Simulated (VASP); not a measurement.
Input of a VASP 6.6.1 run:

File INCAR:

```
SYSTEM = MgO
ALGO     = Normal         ! electronic algorithm
EDIFF    = 1E-6           ! SCF threshold, eV
ENCUT    = 600            ! plane-wave cutoff, eV
GGA      = PE             ! functional
GGA_COMPAT= .FALSE.      
ISIF     = 2              ! what is computed and relaxed
ISMEAR   = 0              ! smearing method
IVDW     = 12             ! dispersion correction
LASPH    = .TRUE.         ! aspherical terms in the spheres
LCHARG   = .TRUE.         ! write CHGCAR
LELF     = .TRUE.         ! ELF
LREAL    = .FALSE.        ! projectors in reciprocal space
LVHAR    = .TRUE.       
LWAVE    = .FALSE.        ! write WAVECAR
NBANDS   = 11             ! bands
NELM     = 120            ! most SCF steps
PREC     = Accurate       ! precision mode
SIGMA    = 0.05           ! smearing width, eV
```

File KPOINTS:

```
k-points
0
G
  12 12 8
  0 0 0
```

POSCAR

```
MgO
1.0
    2.9377244759      0.0000000000      0.0000000000
   -1.4688622380      2.5059818651      0.0000000000
    0.0000000000      0.0000000000      2.6797873418
Mg O
1 1
Direct
    0.0000000000      0.0000000000      0.0000000000
    0.3333333333      0.6666666667      0.5000000000
```

Potentials or basis: VASP PAW PBE potentials, release 64 (Mg, O).

Launch:

```console
$ cat potpaw_PBE.64/Mg/POTCAR potpaw_PBE.64/O/POTCAR > POTCAR
$ mpirun -np 1 vasp_std > vasp.out
```

(1) What does it give for the largest force?

(2) What does it give for the pressure?

(3) Predict the band gap on the k mesh.

(4) What does it give for the dispersion energy per atom?

## Answers

(1) 0.006 eV/Å.

(2) -3.5 GPa.

(3) 3.14 eV, indirect (least direct gap 3.57 eV).

(4) -0.278 eV.

Caveat: three body term missing.
